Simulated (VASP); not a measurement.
Here is a VASP 6.6.1 calculation.

File INCAR:

```
PREC = Accurate
ENCUT = 520
EDIFF = 1E-8
ISMEAR = -1
SIGMA = 0.05
LREAL = F
LASPH = T
NELM = 60
ALGO = Normal
ISIF = 2
LWAVE = F
LCHARG = F
GGA = PS
LEFG = T
NBANDS = 11
```

Contents of KPOINTS:

```
regular mesh
0
Gamma
  14 14 14
```

The input POSCAR:

```
Hf
1.0
   -1.7989631656      1.7989631656      1.7989631656
    1.7989631656     -1.7989631656      1.7989631656
    1.7989631656      1.7989631656     -1.7989631656
Hf
1
Direct
    0.0000000000      0.0000000000      0.0000000000
```

Potentials or basis: VASP PAW PBE potentials, release 64 (Hf_pv).

Run with:

```bash
$ cat potpaw_PBE.64/Hf_pv/POTCAR > POTCAR
$ mpirun -np 1 vasp_std > vasp.out
```

Q: Estimate the pressure.

A: -8.6 GPa.

Q: Predict the band gap on the k mesh.

A: Zero (band 5 reaches 5.63 eV, above the bottom of band 6 at 3.43 eV).

Caveat: without QUAD_EFG the Cq values of the log hold for a quadrupole moment of 1 mb, not for the nuclei; the PAW data sets were made with another functional, which shifts forces and pressure a little; spin-orbit coupling is left out, which moves the levels of the heavy elements.
